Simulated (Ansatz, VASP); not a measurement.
# One calculation of GaO3, two programs

```
CELL_PARAMETERS angstrom
3.06073 0.00000 0.00000
-1.53037 2.65067 0.00000
0.00000 0.00000 5.41470
ATOMIC_POSITIONS crystal
Ga 0.00000 0.00000 0.50000
O 0.33333 0.66667 0.67813
O 0.66667 0.33333 0.32187
O 0.00000 0.00000 0.00000
```

Alike in both runs: functional PBE; k mesh 6 × 6 × 4; occupations gaussian, width 0.1 eV; collinear spin.

Ansatz relaxed the structure, and its values are those at the end. VASP's run is a single point on that final structure, the one shown.

|  | VASP | Ansatz |
| --- | --- | --- |
| version | VASP 6.6.1 | Ansatz 0.2.0 |
| potentials or method | VASP PAW PBE potentials, release 64 (Ga_d, O), cutoff 520 eV | scalar-relativistic, plane waves, PAW |
| valence electrons in the cell | 31 | 31 |

Ansatz gave:

* gap on the k mesh at the Fermi level (eV): none
* pressure (GPa): -0.1
* rms of the force components (eV/Å): 0.000
* net moment per atom (μB): 0.75
* size of the moment on the site where the two differ most (μB): 1.92

**Question.** What did VASP give for the same quantities?

**Answer.** gap on the k mesh at the Fermi level (eV): none; pressure (GPa): 0.5; rms of the force components (eV/Å): 0.025; net moment per atom (μB): 0.75; size of the moment on the site where the two differ most (μB): 1.67.

Site moments also hang on the region over which each program counts them. A gap of «none» marks a metal or a gap that the smearing closes.

The k mesh is coarse, so the values compare programs but aren't converged.
